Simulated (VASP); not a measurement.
CaO: single point with r2SCAN

Crystal: CaO.

```
Ca O
1.0
     0.00000    2.42118    2.42118
     2.42118    0.00000    2.42118
     2.42118    2.42118    0.00000
Ca O
1 1
Direct
  0.00000 0.00000 0.00000
  0.50000 0.50000 0.50000
```

This cell differs from its parent crystal: volume scaled by 1.03.

| Quantity | Value |
| --- | --- |
| Program | VASP 6.6.1 |
| Task | single point |
| Functional | r2SCAN |
| Potentials or basis | VASP PAW PBE potentials, release 64 (Ca_sv, O) |
| Cutoff | 520 eV |
| k mesh | 8 × 8 × 8 |
| Occupations | gaussian, width 0.02 eV |
| Spin | no spin polarisation |
| Dipole correction | no |
| Further INCAR settings | ALGO = Normal; EDIFF = 1e-06; NBANDS = 15 |

```yaml
Pressure: -2.3 GPa
Band_gap_on_the_k_mesh: 4.19 eV, indirect (least direct gap 4.57 eV)
```

Levels at points of the mesh, in eV from the valence-band top:
```
           k point  band 6  band 7  band 8  band 9  band 10  band 11
(0.00, 0.00, 0.00)    0.00    0.00    0.00    5.24     6.80     6.80
(0.50, 0.00, 0.00)   -2.55   -1.15   -1.15    7.59     8.92     8.92
(0.50, 0.50, 0.00)   -1.30   -0.38   -0.38    4.19     8.59     9.50
```

It took 39 s on 1 thread of AMD EPYC 9R45 96-Core Processor (Zen 5) (shared host), peak memory 0.14 GiB.

Caveat: the PAW data sets were made with another functional, which shifts forces and pressure a little. A k mesh can miss the band edges.
